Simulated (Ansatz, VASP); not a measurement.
# Zr3Cd2: VASP beside Ansatz

The input INCAR:

```
ALGO     = Fast           # electronic algorithm
EDIFF    = 1E-7           # SCF threshold, eV
EDIFFG   = -0.005         # ionic threshold
ENCUT    = 600            # plane-wave cutoff, eV
GGA      = PE             # functional
IBRION   = 2              # ionic algorithm
ISIF     = 3              # what is computed and relaxed
ISMEAR   = 0              # smearing method
LASPH    = True           # aspherical terms in the spheres
LCHARG   = False          # write CHGCAR
LREAL    = False          # projectors in reciprocal space
LWAVE    = False          # write WAVECAR
NELM     = 60             # most SCF steps
NSW      = 100            # ionic steps
PREC     = Accurate       # precision mode
SIGMA    = 0.1            # smearing width, eV
```

The input KPOINTS:

```
k-points
0
Gamma
  6 8 6
```

POSCAR

```
Zr3Cd2
1.0
    5.5945692856      0.0000000000      0.0000000000
    0.0000000000      5.2117889216      0.0000000000
    0.0000000000      0.0000000000      5.5960347615
Zr Cd
3 2
Direct
    0.0000000000      0.0000000000      0.5000000000
    0.5000000000      0.0000000000      0.0000000000
    0.0000000000      0.0000000000      0.0000000000
    0.5000000000      0.5000000000      0.5000000000
    0.5000000000      0.0000000000      0.5000000000
```

Input for Ansatz:

```yaml
crystal:
  lattice:
    - [5.5945692196, 0.0, 0.0]
    - [0.0, 5.2117885728, 0.0]
    - [0.0, 0.0, 5.5960347513]
  atoms:
    - { symbol: Zr, position: [0.0, 0.0, 0.5] }
    - { symbol: Zr, position: [0.5, 0.0, 0.0] }
    - { symbol: Zr, position: [0.0, 0.0, 0.0] }
    - { symbol: Cd, position: [0.5, 0.5, 0.5] }
    - { symbol: Cd, position: [0.5, 0.0, 0.5] }
basis:
  ecutwfc: 420
kpoints:
  mp_grid: { grid: [6, 8, 6] }
hamiltonian:
  xc: pbe
scf:
  occupations: { method: gaussian, width: 0.1 }
output:
  forces: true
  stress: true
  eigenvalues: true
relax:
  adjacent_minimum: "off"
  f_tol: 0.005
  max_steps: 80
  cell: { stress_tol: 0.05 }
```

Alike in both runs: task relaxation of cell and atoms; functional PBE; k mesh 6 × 8 × 6; occupations gaussian, width 0.1 eV; no spin polarisation.

|  | VASP | Ansatz |
| --- | --- | --- |
| version | VASP 6.6.1 | Ansatz 0.2.0 |
| potentials or method | VASP PAW PBE potentials, release 64 (Zr_sv, Cd), cutoff 600 eV | scalar-relativistic, plane waves, PAW |
| valence electrons in the cell | 60 | 76 |

|  | VASP | Ansatz | Ansatz less VASP |
| --- | --- | --- | --- |
| gap on the k mesh at the Fermi level, each at its own relaxed structure (eV) | none | none | - |
| relaxed volume (Å³/atom) | 32.76 | 32.63 | -0.122 |
| relaxed length of the cell vector where the two differ most in proportion (Å) | 5.226 | 5.212 | -0.0138 |

A gap of «none» marks a metal or a gap that the smearing closes. VASP's potentials hold 60 valence electrons a cell and Ansatz's 76, so a difference there can come from the potentials and not from the codes.
